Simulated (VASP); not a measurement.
Write the native input for VASP 6.6.1 that does the following.

```yaml
Task: single point
Functional: r2SCAN
Potentials_or_basis: VASP PAW PBE potentials, release 64 (Re, Mg, Ba_sv)
Cutoff: 520 eV
k_mesh: 4 × 4 × 2
Occupations: fermi-dirac, width 0.1 eV
Spin: no spin polarisation
Hubbard_terms: Re d U = 2.0 eV
Dipole_correction: no
Further_INCAR_settings: ALGO = Normal; EDIFF = 1e-07; NBANDS = 39
```

Crystal: BaMg2Re2.

```
CELL_PARAMETERS angstrom
4.55313 0.00000 0.00000
0.00000 4.55313 0.00000
0.00000 0.00000 11.02768
ATOMIC_POSITIONS crystal
Re 0.00000 0.50000 0.86700
Re 0.50000 0.00000 0.13300
Re 0.00000 0.00000 0.50000
Re 0.50000 0.50000 0.50000
Mg 0.00000 0.00000 0.00000
Mg 0.50000 0.50000 0.00000
Mg 0.00000 0.50000 0.63100
Mg 0.50000 0.00000 0.36900
Ba 0.00000 0.50000 0.25300
Ba 0.50000 0.00000 0.74700
```

The input as run:

POSCAR

```
BaMg2Re2
1.0
    4.5531280000      0.0000000000      0.0000000000
    0.0000000000      4.5531280000      0.0000000000
    0.0000000000      0.0000000000     11.0276760000
Re Mg Ba
4 4 2
Direct
    0.0000000000      0.5000000000      0.8670000000
    0.5000000000      0.0000000000      0.1330000000
    0.0000000000      0.0000000000      0.5000000000
    0.5000000000      0.5000000000      0.5000000000
    0.0000000000      0.0000000000      0.0000000000
    0.5000000000      0.5000000000      0.0000000000
    0.0000000000      0.5000000000      0.6310000000
    0.5000000000      0.0000000000      0.3690000000
    0.0000000000      0.5000000000      0.2530000000
    0.5000000000      0.0000000000      0.7470000000
```

INCAR.step1

```
SYSTEM = BaMg2Re2
PREC = Accurate
ENCUT = 520
ISMEAR = -1
SIGMA = 0.1
LREAL = .FALSE.
LASPH = .TRUE.
NELM = 150
LMAXMIX = 4
LDAU = .TRUE.
LDAUTYPE = 2
LDAUL = 2 -1 -1
LDAUU = 2 0 0
LDAUJ = 0 0 0
NBANDS = 39
GGA = PE
ALGO = Normal
EDIFF = 1E-4
LWAVE = .TRUE.
LCHARG = .FALSE.
```

INCAR.step2

```
SYSTEM = BaMg2Re2
PREC = Accurate
ENCUT = 520
EDIFF = 1E-7
ISMEAR = -1
SIGMA = 0.1
LREAL = .FALSE.
LASPH = .TRUE.
NELM = 150
ALGO = Normal
ISIF = 2
LWAVE = .FALSE.
LCHARG = .FALSE.
LMAXMIX = 4
LDAU = .TRUE.
LDAUTYPE = 2
LDAUL = 2 -1 -1
LDAUU = 2 0 0
LDAUJ = 0 0 0
LDAUPRINT = 1
METAGGA = R2SCAN
LMIXTAU = .TRUE.
NBANDS = 39
ISTART = 1
```

KPOINTS

```
regular mesh
0
G
  4 4 2
  0 0 0
```

Potentials or basis: VASP PAW PBE potentials, release 64 (Re, Mg, Ba_sv).

Run with:

```bash
$ cat potpaw_PBE.64/Re/POTCAR potpaw_PBE.64/Mg/POTCAR potpaw_PBE.64/Ba_sv/POTCAR > POTCAR
$ cp INCAR.step1 INCAR
$ mpirun -np 1 vasp_std > vasp.out
$ cp INCAR.step2 INCAR
$ mpirun -np 1 vasp_std > vasp.out
```

Results of the run:

The pressure is 1.3 GPa. The largest force is 0.300 eV/Å and the band gap on the k mesh is zero (bands 28 and 29 overlap by 0.42 eV).

Caveat: the stress differs along the axes, from -2 to 9 GPa; the PAW data sets were made with another functional, which shifts forces and pressure a little; spin-orbit coupling is left out, which moves the levels of the heavy elements; U without spin polarisation on a metal has little footing; the U is typed as a test and isn't derived for this compound.

Run time: 34 min on 1 thread of Intel(R) Xeon(R) 6975P-C (Granite Rapids), on a shared host, peak memory 0.44 GiB.
